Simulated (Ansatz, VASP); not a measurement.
# K: VASP beside Ansatz

```
CELL_PARAMETERS angstrom
4.74885 0.00000 0.00000
-2.37442 4.11262 0.00000
0.00000 0.00000 15.20806
ATOMIC_POSITIONS crystal
K 0.00000 0.00000 0.00000
K 0.00000 0.00000 0.50000
K 0.33333 0.66667 0.25000
K 0.66667 0.33333 0.75000
```

Alike in both runs: task single point; functional PBE; k mesh 6 × 6 × 4; occupations fermi-dirac, width 0.1 eV; no spin polarisation.

|  | VASP | Ansatz |
| --- | --- | --- |
| version | VASP 6.6.1 | Ansatz 0.2.0 |
| potentials or method | VASP PAW PBE potentials, release 64 (K_sv), cutoff 520 eV | all-electron LAPW, scalar-relativistic |

|  | VASP | Ansatz | Ansatz less VASP |
| --- | --- | --- | --- |
| pressure (GPa) | 0.0 | 0.0 | +0.01 |

Ansatz ran all-electron here, and VASP with PAW potentials.
